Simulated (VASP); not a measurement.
# B (P1) in VASP: single point with PBE

Aim: the single point of B with PBE.

Everything below comes from runs of VASP 6.6.1. Logs are shortened: lines on timing, memory, paths and dates and some standing lists are left out, and cuts for length are marked.

### Step 1. The cell of the first run

The typed cell holds 8 atoms: a = 4.340 Å, b = 4.363 Å, c = 3.254 Å, α = 80.17°, β = 101.15°, γ = 111.13°.

### Step 2. Single point, PBE

Contents of INCAR:

```
ALGO     = Normal         # electronic algorithm
EDIFF    = 1E-6           # SCF threshold, eV
ENCUT    = 520            # plane-wave cutoff, eV
GGA      = PE             # functional
ISIF     = 2              # what is computed and relaxed
ISMEAR   = 0              # smearing method
LASPH    = T              # aspherical terms in the spheres
LCHARG   = F              # write CHGCAR
LREAL    = F              # projectors in reciprocal space
LWAVE    = F              # write WAVECAR
NBANDS   = 22             # bands
NELM     = 100            # most SCF steps
PREC     = Accurate       # precision mode
SIGMA    = 0.1            # smearing width, eV
```

Contents of KPOINTS:

```
k-points
0
Gamma
  6 6 6
```

Contents of POSCAR:

```
B
1.0
    4.2543831584     -0.7916241488     -0.3330141648
   -0.7851816996      4.2821247737      0.2870440518
   -0.3360155913      0.2885332753      3.2240761125
B
8
Direct
    0.5159551561      0.5532356841      0.6020810450
   -0.0932421823      0.1152708913      0.0520547867
    0.1198556051      0.1637646269      0.6066193081
    0.5123556459      0.1470535365     -0.1818459483
    0.5197066311      0.7558358052      0.0419532970
    0.9037295607      0.7752853660      0.3828108605
   -0.0990858129      0.4537053543      0.7405806319
    0.1207253963      0.5358487355      0.2557460189
```

Potentials or basis: VASP PAW PBE potentials, release 64 (B).

Run with:

```sh
$ cat potpaw_PBE.64/B/POTCAR > POTCAR
$ mpirun -np 1 vasp_std > vasp.out
```

OUTCAR:

```text
EDIFF = 1E-6
   ENCUT = 520
   GGA = PE
   ISIF = 2
   ISMEAR = 0
   LASPH = T
   LREAL = F
   NELM = 100
   PREC = Accurate

 ion  position               nearest neighbor table
   1  0.516  0.553  0.602-   4 1.79   5 1.80   6 1.83   7 1.83   8 1.85   5 1.89   3 1.93
   2  0.907  0.115  0.052-   7 1.65   6 1.67   4 1.78   3 1.81   5 1.84   3 1.87   8 1.90
   3  0.120  0.164  0.607-   4 1.73   2 1.81   6 1.82   8 1.82   2 1.87   1 1.93   7 1.98
   4  0.512  0.147  0.818-   3 1.73   5 1.75   7 1.77   2 1.78   1 1.79
   5  0.520  0.756  0.042-   4 1.75   6 1.80   1 1.80   2 1.84   8 1.86   1 1.89
   6  0.904  0.775  0.383-   7 1.66   2 1.67   8 1.78   5 1.80   3 1.82   1 1.83
   7  0.901  0.454  0.741-   2 1.65   6 1.66   4 1.77   8 1.79   1 1.83   8 1.92   3 1.98
   8  0.121  0.536  0.256-   6 1.78   7 1.79   3 1.82   1 1.85   5 1.86   2 1.90   7 1.92

  LATTYP: Found a triclinic cell.
 ALAT       =     4.3402008347
 B/A-ratio  =     1.1339314637
 C/A-ratio  =     0.7498166223
 COS(alpha) =     0.0191549746
 COS(beta)  =     0.1933945784
 COS(gamma) =     0.5623273539

  Lattice vectors:

 A1 = (  -4.2543831584,   0.7916241488,   0.3330141648)
 A2 = (  -3.4692014588,  -3.4905006249,   0.0459701130)
 A3 = (  -0.3360155913,   0.2885332753,   3.2240761125)

Analysis of symmetry for initial positions (statically):
=====================================================================
 Subroutine PRICEL returns:
 Original cell was already a primitive cell.

 Routine SETGRP: Setting up the symmetry group for a
 triclinic supercell.

 Subroutine GETGRP returns: Found  1 space group operations
 (whereof  1 operations were pure point group operations)
 out of a pool of  2 trial point group operations.

The static configuration has the point symmetry C_1 .

Analysis of symmetry for dynamics (positions and initial velocities):
=====================================================================
 Subroutine PRICEL returns:
 Original cell was already a primitive cell.

 Routine SETGRP: Setting up the symmetry group for a
 triclinic supercell.

 Subroutine GETGRP returns: Found  1 space group operations
 (whereof  1 operations were pure point group operations)
 out of a pool of  2 trial point group operations.

The dynamic configuration has the point symmetry C_1 .

[... 112 lines left out ...]
   EDIFFG = 0.1E-04   stopping-criterion for IOM
   NSW    =      0    number of steps for IOM
   IBRION =     -1    ionic relax: 0-MD 1-quasi-New 2-CG
   NFREE  =      0    steps in history (QN), initial steepest desc. (CG)
   ISIF   =      2    stress and relaxation
   ISYM   =      2    0-nonsym 1-usesym 2-fastsym
   POTIM  = 0.5000    time-step for ionic-motion
   TEBEG  =    0.0;   TEEND  =   0.0 temperature during run
   PSTRESS=    0.0 pullay stress
   NELECT =      24.0000    total number of electrons
   NUPDOWN=      -1.0000    fix difference up-down
   EMIN   =  10.00;   EMAX   =-10.00  energy-range for DOS
   EFERMI =   0.00;   METHOD = LEGACY
   ISMEAR =     0;   SIGMA  =   0.10  broadening in eV -4-tet -1-fermi 0-gaus
   EFERMI_NEDOS =   21; number of points for ismear=-14 and -15
   IALGO  =     38    algorithm
   IMIX   =      4    mixing-type and parameters
     AMIX     =   0.40;   BMIX     =  1.00
     AMIX_MAG =   1.60;   BMIX_MAG =  1.00
  volume/ion in A,a.u.               =       7.01        47.28
  Fermi-wavevector in a.u.,A,eV,Ry     =   1.233905  2.331743 20.715178  1.522523
  Thomas-Fermi vector in A             =   2.368617
   LORBIT       =      0    0 simple, 1 ext, 2 COOP (PROOUT), +10 PAW based schemes
   GGA     = PE    functional components
   LHFCALC =     F    Hartree Fock is set to
   AEXX    =    0.0000 exact exchange contribution
   IVDW    =     0    specifies the selected vdW correction
   LEPSILON=     F    determine dielectric tensor
   LRPA    =     F    only Hartree local field effects (RPA)
 non-spin polarized calculation
 Gauss-broadening in eV      SIGMA  =   0.10
  energy-cutoff  :      520.00
  volume of cell :       56.05
 maximum number of plane-waves:      1527
   NGX = 17   NGY = 17   NGZ = 13

 number of electron      24.0000000 magnetization

 Free energy of the ion-electron system (eV)
  ---------------------------------------------------
  ext. energy  EPLUGINS =         0.00000000
  ---------------------------------------------------
  free energy    TOTEN  =       -52.02074104 eV

  energy without entropy =      -52.01940896  energy(sigma->0) =      -52.02007500

 E-fermi :   6.6902     XC(G=0): -11.8248

 val. band max:        6.6397498420   @ k =   0.1667   0.0000   0.3333
 cond. band min:       6.8220755432   @ k =  -0.1667   0.1667   0.5000
 fundamental gap:      0.1823257011
 Fermi energy:         6.6901994824

 k-point     1 :       0.0000    0.0000    0.0000
  band No.  band energies     occupation
      1      -9.5711      2.00000
      2      -3.6566      2.00000
      3      -3.1266      2.00000
      4      -2.5658      2.00000
      5      -1.7624      2.00000
      6      -0.6061      2.00000
[... 589 lines left out ...]
     21      14.8354      0.00000
     22      16.7784      0.00000

 [... further k-points ...]

------------------------ aborting loop because EDIFF is reached ----------------------------------------

  FORCE on cell =-STRESS in cart. coord.  units (eV):
  Direction    XX          YY          ZZ          XY          YZ          ZX
  --------------------------------------------------------------------------------------
  -------------------------------------------------------------------------------------
  Total        0.0236506      0.0177291     -0.0148925     -0.0150468      0.0014415     -0.0065106
  in kB        0.6760259      0.5067658     -0.4256846     -0.4300949      0.0412038     -0.1860976
  external PRESSURE =       0.2523691 kB  Pullay stress =       0.0000000 kB

 VOLUME and BASIS-vectors are now :
 -----------------------------------------------------------------------------
  energy-cutoff  :      520.00
  volume of cell :       56.05
      direct lattice vectors                 reciprocal lattice vectors
     4.254383158 -0.791624149 -0.333014165     0.244828135  0.043442518  0.021628354
    -0.785181700  4.282124774  0.287044052     0.043819607  0.242713714 -0.017154344
    -0.336015591  0.288533275  3.224076113     0.021386927 -0.017121976  0.313927639

 POSITION                                       TOTAL-FORCE (eV/Angst)
 -----------------------------------------------------------------------------------
      1.55837      2.13430      1.92814        -0.002040     -0.004809     -0.002254
      3.74970     -0.20919     -0.10105        -0.001798     -0.001663      0.003858
      0.17749      0.78141      1.96288         0.004166      0.000122     -0.003166
      1.78938      0.46017      2.50938        -0.003124     -0.002979      0.000865
      1.60347      2.83728      0.17915        -0.002456      0.001832      0.002837
      3.10744      2.71491      1.15580         0.001419      0.000183      0.000629
      3.22775      1.44332      2.21790         0.000943      0.003993     -0.002834
      0.00694      2.27279      0.93815         0.002889      0.003323      0.000066
 -----------------------------------------------------------------------------------
    total drift:                               -0.000054     -0.000017      0.000024

  FREE ENERGIE OF THE ION-ELECTRON SYSTEM (eV)
  ---------------------------------------------------
  free  energy   TOTEN  =       -52.0207410427 eV

  energy  without entropy=      -52.0194089605  energy(sigma->0) =      -52.02007500
```

OSZICAR:

```text
N       E                     dE             d eps       ncg     rms          rms(c)
DAV:   1     0.381167755363E+02    0.38117E+02   -0.11211E+04  4928   0.998E+02
DAV:   2    -0.510859703693E+02   -0.89203E+02   -0.85477E+02  6216   0.196E+02
DAV:   3    -0.540923077641E+02   -0.30063E+01   -0.29821E+01  6714   0.307E+01
DAV:   4    -0.541076678517E+02   -0.15360E-01   -0.15354E-01  6152   0.223E+00
DAV:   5    -0.541077829035E+02   -0.11505E-03   -0.11505E-03  6592   0.185E-01    0.843E+00
DAV:   6    -0.525047125885E+02    0.16031E+01   -0.15740E+00  6118   0.595E+00    0.479E+00
DAV:   7    -0.520339328190E+02    0.47078E+00   -0.77303E-01  6206   0.433E+00    0.138E+00
DAV:   8    -0.520200738089E+02    0.13859E-01   -0.57151E-02  6412   0.134E+00    0.350E-01
DAV:   9    -0.520206753062E+02   -0.60150E-03   -0.39669E-03  6218   0.374E-01    0.683E-02
DAV:  10    -0.520207280943E+02   -0.52788E-04   -0.41059E-04  6124   0.112E-01    0.185E-02
DAV:  11    -0.520207375419E+02   -0.94476E-05   -0.31538E-05  6276   0.348E-02    0.897E-03
DAV:  12    -0.520207407745E+02   -0.32326E-05   -0.48333E-06  6190   0.127E-02    0.230E-03
DAV:  13    -0.520207410427E+02   -0.26821E-06   -0.31788E-07  3916   0.350E-03
   1 F= -.52020741E+02 E0= -.52020075E+02  d E =-.133208E-02
```

stdout:

```text
POSCAR found type information on POSCAR B
 POSCAR found :  1 types and       8 ions
 scaLAPACK will be used
 LDA part: xc-table for (Slater+PW92), standard interpolation
 POSCAR, INCAR and KPOINTS ok, starting setup
 FFT: planning ... GRIDC
 FFT: planning ... GRID_SOFT
 FFT: planning ... GRID
 WAVECAR not read
 entering main loop
```

Run time: 1.8 min. Hardware: 1 thread of Intel Xeon Platinum 8488C (Sapphire Rapids), shared host; peak memory 0.22 GiB.

What came out:

| Quantity | Value |
| --- | --- |
| Free energy | -52.0207 eV |
| Pressure | 0.0 GPa |
| Largest force | 0.006 eV/Å |
| Band gap on the k mesh | zero (bands 12 and 13 overlap by 1.90 eV) |

Forces on the atoms (eV/Å):
```
B   -0.002 -0.005 -0.002
B   -0.002 -0.002  0.004
B    0.004  0.000 -0.003
B   -0.003 -0.003  0.001
B   -0.002  0.002  0.003
B    0.001  0.000  0.001
B    0.001  0.004 -0.003
B    0.003  0.003  0.000
```

Stress tensor (GPa, compression positive):
```
 0.07 -0.04 -0.02
-0.04  0.05  0.00
-0.02  0.00 -0.04
```

The gap in the log of VASP goes by the Fermi energy; the results here count the filled bands.